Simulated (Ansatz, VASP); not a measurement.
**One calculation of Rh, two programs**

```
CELL_PARAMETERS angstrom
0.00000 2.89433 2.89433
2.89433 0.00000 2.89433
2.89433 2.89433 0.00000
ATOMIC_POSITIONS crystal
Rh 0.00000 0.00000 0.00000
Rh 0.25000 0.25000 0.25000
```

Alike in both runs: task relaxation of cell and atoms; functional PBE; k mesh 11 × 11 × 11; occupations fermi-dirac, width 0.08 eV; no spin polarisation.

|  | VASP | Ansatz |
| --- | --- | --- |
| version | VASP 6.6.1 | Ansatz 0.2.0 |
| potentials or method | VASP PAW PBE potentials, release 64 (Rh_pv) | PAW with Ansatz's default frozen-core files, scalar-relativistic |
| plane-wave cutoff (eV) | 600 | 420 |
| valence electrons in the cell | 30 | 34 |

```tsv
	VASP	Ansatz	Ansatz less VASP
relaxed volume (Å³/atom)	20.97	20.95	-0.021
relaxed cell length with the largest relative difference (Å)	3.900	3.899	-0.0013
```

VASP's potentials hold 30 valence electrons a cell and Ansatz's 34, so a difference there can come from the potentials and not from the codes.
